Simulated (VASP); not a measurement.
# LiCl in VASP: a series of runs, part 2 of 2

VASP 6.6.1.

### 3 Relaxation of cell and atoms, PBE

This run uses another cell than the first one: it holds 6 atoms, not 12.

Contents of INCAR:

```
ALGO = Normal
EDIFF = 1E-6
EDIFFG = -0.04
ENCUT = 600
GGA = PE
IBRION = 2
ISIF = 3
ISMEAR = 0
LASPH = T
LCHARG = F
LREAL = F
LWAVE = F
NELM = 60
NSW = 90
PREC = Accurate
SIGMA = 0.1
```

Contents of KPOINTS:

```
k-points
0
Gamma
  6 6 6
```

Contents of POSCAR:

```
LiCl
1.0
    5.5523875200      0.0000000000      0.0000000000
   -2.7761937600      4.8085086400      0.0000000000
    0.0000000000      0.0000000000      3.2744798300
Li Cl
3 3
Direct
    0.6226507000      0.0000000000      0.6666666700
    0.0000000000      0.6226507000      0.3333333300
    0.3773493000      0.3773493000      0.0000000000
    0.3773493000      0.0000000000      0.1666666700
    0.0000000000      0.3773493000      0.8333333300
    0.6226507000      0.6226507000      0.5000000000
```

Potentials or basis: VASP PAW PBE potentials, release 64 (Li_sv, Cl).

The run is started by

```
cat potpaw_PBE.64/Li_sv/POTCAR potpaw_PBE.64/Cl/POTCAR > POTCAR
mpirun -np 1 vasp_std > vasp.out
```

OUTCAR:

```text
EDIFF = 1E-6
   EDIFFG = -0.04
   ENCUT = 600
   GGA = PE
   IBRION = 2
   ISIF = 3
   ISMEAR = 0
   LASPH = T
   LREAL = F
   NELM = 60
   NSW = 90
   PREC = Accurate

 ion  position               nearest neighbor table
   1  0.623  0.000  0.667-   4 2.13   4 2.13   5 2.17   6 2.17
   2  0.000  0.623  0.333-   5 2.13   5 2.13   4 2.17   6 2.17
   3  0.377  0.377  0.000-   6 2.13   6 2.13   4 2.17   5 2.17
   4  0.377  0.000  0.167-   1 2.13   1 2.13   2 2.17   3 2.17
   5  0.000  0.377  0.833-   2 2.13   2 2.13   1 2.17   3 2.17
   6  0.623  0.623  0.500-   3 2.13   3 2.13   1 2.17   2 2.17

  LATTYP: Found a hexagonal cell.
 ALAT       =     5.5523875200
 C/A-ratio  =     0.5897426680

  Lattice vectors:

 A1 = (   5.5523875200,   0.0000000000,   0.0000000000)
 A2 = (  -2.7761937600,   4.8085086400,   0.0000000000)
 A3 = (   0.0000000000,   0.0000000000,   3.2744798300)

Analysis of symmetry for initial positions (statically):
=====================================================================
 Subroutine PRICEL returns:
 Original cell was already a primitive cell.

 Routine SETGRP: Setting up the symmetry group for a
 hexagonal supercell.

 Subroutine GETGRP returns: Found  6 space group operations
 (whereof  2 operations were pure point group operations)
 out of a pool of 24 trial point group operations.

[... 159 lines left out ...]
  volume of cell :       87.42
 maximum number of plane-waves:      2955
 NGX is ok and might be reduce to    48

--------------------------------------- Ionic step        1  -------------------------------------------

 number of electron      30.0000005 magnetization

 Free energy of the ion-electron system (eV)
  ---------------------------------------------------
  ext. energy  EPLUGINS =         0.00000000
  ---------------------------------------------------
  free energy    TOTEN  =       -20.45725201 eV

  energy without entropy =      -20.45725201  energy(sigma->0) =      -20.45725201

 E-fermi :   2.0968     XC(G=0):  -9.1621

 val. band max:        1.6214149764   @ k =   0.0000   0.0000   0.0000
 cond. band min:       8.1985617521   @ k =   0.0000   0.0000   0.3333
 fundamental gap:      6.5771467757
 Fermi energy:         2.0967895940
[... 1178 lines left out ...]
  FREE ENERGIE OF THE ION-ELECTRON SYSTEM (eV)
  ---------------------------------------------------
  free  energy   TOTEN  =       -22.0174854169 eV

  energy  without entropy=      -22.0174854169  energy(sigma->0) =      -22.01748542

[... ionic steps 4 to 9 ...]

--------------------------------------- Ionic step       10  -------------------------------------------

 number of electron      30.0000002 magnetization

------------------------ aborting loop because EDIFF is reached ----------------------------------------
[... 75 lines left out ...]
--------------------------------------- Ionic step       12  -------------------------------------------

 number of electron      29.9999992 magnetization

 Free energy of the ion-electron system (eV)
  ---------------------------------------------------
  ext. energy  EPLUGINS =         0.00000000
  ---------------------------------------------------
  free energy    TOTEN  =       -22.04878942 eV

  energy without entropy =      -22.04878942  energy(sigma->0) =      -22.04878942

 E-fermi :  -0.3971     XC(G=0):  -7.7831

 val. band max:       -0.9003267058   @ k =   0.0000   0.0000   0.0000
 cond. band min:       4.9686516189   @ k =   0.0000   0.0000   0.0000
 fundamental gap:      5.8689783247
 Fermi energy:        -0.3970590506
[... 561 lines left out ...]
  FREE ENERGIE OF THE ION-ELECTRON SYSTEM (eV)
  ---------------------------------------------------
  free  energy   TOTEN  =       -22.0487894245 eV

  energy  without entropy=      -22.0487894245  energy(sigma->0) =      -22.04878942

 reached required accuracy - stopping structural energy minimisation
```

OSZICAR:

```text
N       E                     dE             d eps       ncg     rms          rms(c)
DAV:   1     0.251330903518E+03    0.25133E+03   -0.15183E+04  1292   0.176E+03
DAV:   2     0.444274637180E+01   -0.24689E+03   -0.23670E+03  1743   0.378E+02
DAV:   3    -0.183244336470E+02   -0.22767E+02   -0.22718E+02  1967   0.983E+01
DAV:   4    -0.207928642883E+02   -0.24684E+01   -0.24643E+01  2189   0.287E+01
[... 109 lines left out ...]
DAV:   3    -0.220490416233E+02    0.12355E-02   -0.70146E-03  1919   0.544E-01    0.194E-01
DAV:   4    -0.220488059485E+02    0.23567E-03   -0.96413E-04  1730   0.199E-01    0.774E-02
DAV:   5    -0.220487880910E+02    0.17858E-04   -0.10661E-04  1980   0.758E-02    0.202E-02
DAV:   6    -0.220487889811E+02   -0.89014E-06   -0.12751E-05  1913   0.250E-02    0.744E-03
DAV:   7    -0.220487894245E+02   -0.44341E-06   -0.12392E-06  1285   0.931E-03
  12 F= -.22048789E+02 E0= -.22048789E+02  d E =-.203941E-02
```

It took 9.3 min on 1 thread of Oxide Virtual Turin-like, shared host; peak memory 0.23 GiB.

What came out:

* Free energy: -22.0488 eV
* Relaxed volume: 20.26 Å³/atom
* Relaxed cell: a = 6.166 Å, b = 6.166 Å, c = 3.692 Å, α = 90.00°, β = 90.00°, γ = 120.00°
* Space group after relaxing (to 0.1 Å): P3_221 (No. 154)
* Energy gained by relaxing: 265.3 meV/atom
* Ionic steps: 12
* Pressure after relaxing: 0.1 GPa
* Largest force after relaxing: 0.019 eV/Å
* Band gap on the k mesh: 5.87 eV

Forces in eV/Å, atoms in the order of the input:
```
Li   0.006  0.000  0.000
Li  -0.003  0.005  0.000
Li  -0.003 -0.005  0.000
Cl  -0.019  0.000  0.000
Cl   0.010 -0.017  0.000
Cl   0.010  0.017  0.000
```

Step by step:
```csv
step,energy change (eV),largest force (eV/Å),pressure (GPa),volume (Å³)
1,0.0000,0.8970,18.58,87.42
2,-1.4599,0.1538,3.37,110.59
3,-1.5602,0.1168,1.07,117.90
4,-1.5735,0.1272,0.15,121.58
5,-1.5736,0.1288,-0.02,122.35
6,-1.5763,0.1154,-0.06,122.47
7,-1.5819,0.0755,-0.15,122.83
8,-1.5824,0.0736,-0.28,123.56
9,-1.5840,0.0552,-0.23,123.22
10,-1.5871,0.0543,-0.07,122.50
11,-1.5895,0.0533,0.28,120.88
12,-1.5915,0.0191,0.09,121.56
```

Final structure:
```
Li Cl
1.0
     6.16616    0.00000    0.00000
    -3.08308    5.34005    0.00000
     0.00000    0.00000    3.69163
Li Cl
3 3
Direct
  0.61213 0.00000 0.66667
  0.00000 0.61213 0.33333
  0.38787 0.38787 0.00000
  0.36096 0.00000 0.16667
  0.00000 0.36096 0.83333
  0.63904 0.63904 0.50000
```

Levels at points of the mesh, in eV from the valence-band top:
| k point | band 13 | band 14 | band 15 | band 16 | band 17 | band 18 |
| --- | --- | --- | --- | --- | --- | --- |
| (0.00, 0.00, 0.00) | -0.07 | -0.07 | 0.00 | 5.87 | 8.47 | 8.47 |
| (0.50, 0.00, 0.00) | -0.21 | -0.09 | -0.08 | 7.21 | 7.41 | 7.44 |
| (0.00, 0.00, 0.50) | -0.59 | -0.59 | -0.38 | 7.25 | 7.25 | 8.80 |
| (0.50, 0.00, 0.50) | -0.73 | -0.50 | -0.17 | 7.22 | 7.83 | 8.35 |

Caveat: the cutoff is under 1.25 times the usual one of these potentials, so pressure, stress and relaxed cells hold a basis-set (Pulay) error; the volume moved by over 15 % at a fixed basis, so the end points are rough. A k mesh can miss the band edges.
